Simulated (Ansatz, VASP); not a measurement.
## One calculation of NaPt2BrO2, two programs

```
Na Pt Br O
1.0
     3.48930    0.00000    0.00000
     0.00000    3.48930    0.00000
     0.00000    0.00000    7.79478
Na Pt Br O
1 2 1 2
Direct
  0.00000 0.00000 0.00000
  0.50000 0.00000 0.64828
  0.00000 0.50000 0.35172
  0.50000 0.50000 0.00000
  0.50000 0.00000 0.37494
  0.00000 0.50000 0.62506
```

Change from the starting cell: species swapped into the Pr2FeSi2Ru type (P-4m2, No. 115).

Alike in both runs: functional PBE; k mesh 3 × 3 × 2; occupations gaussian, width 0.15 eV; no spin polarisation.

Ansatz relaxed the structure, and its values are those at the end. VASP's run is a single point on that final structure, the one shown.

|  | VASP | Ansatz |
| --- | --- | --- |
| version | VASP 6.6.1 | Ansatz 0.2.0 |
| potentials or method | VASP PAW PBE potentials, release 64 (Na_pv, Pt, Br, O), cutoff 600 eV | scalar-relativistic, plane waves, PAW |
| valence electrons in the cell | 46 | 64 |

|  | VASP | Ansatz | Ansatz less VASP |
| --- | --- | --- | --- |
| gap on the k mesh at the Fermi level (eV) | none | none | - |
| pressure (GPa) | -0.1 | 0.0 | +0.02 |
| rms of the force components (eV/Å) | 0.021 | 0.017 | -0.0040 |

A gap of «none» marks a metal or a gap that the smearing closes. The functional is the same, so the differences come from potentials, cutoffs and numerics. VASP's potentials hold 46 valence electrons a cell and Ansatz's 64, so a difference there can come from the potentials and not from the codes.

The k mesh is coarse, so the values compare programs but aren't converged. Neither program's run includes spin-orbit coupling.
